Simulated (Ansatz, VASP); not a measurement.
# One calculation of MgO3, two programs

```
Mg O
1.0
    -2.09049    2.09049    2.09049
     2.09049   -2.09049    2.09049
     2.09049    2.09049   -2.09049
Mg O
1 3
Direct
  0.00000 0.00000 0.00000
  0.00000 0.50000 0.50000
  0.50000 0.00000 0.50000
  0.50000 0.50000 0.00000
```

Alike in both runs: functional PBE; k mesh 6 × 6 × 6; occupations gaussian, width 0.1 eV; collinear spin.

Ansatz relaxed the structure, and its values are those at the end. VASP's run is a single point on that final structure, the one shown.

```csv
,VASP,Ansatz
version,VASP 6.6.1,Ansatz 0.2.0
potentials or method,"VASP PAW PBE potentials, release 64 (Mg, O), cutoff 520 eV","scalar-relativistic, plane waves, PAW"
valence electrons in the cell,20,28
```

|  | VASP | Ansatz | Ansatz less VASP |
| --- | --- | --- | --- |
| gap on the k mesh at the Fermi level (eV) | none | none | - |
| pressure (GPa) | -0.7 | 0.0 | +0.66 |
| net moment per atom (μB) | 0.25 | 0.25 | 0.000 |
| size of the moment on the site where the two differ most (μB) | 0.29 | 0.31 | +0.023 |

Site moments also hang on the region over which each program counts them. A gap of «none» marks a metal or a gap that the smearing closes. VASP's potentials hold 20 valence electrons a cell and Ansatz's 28, so a difference there can come from the potentials and not from the codes.
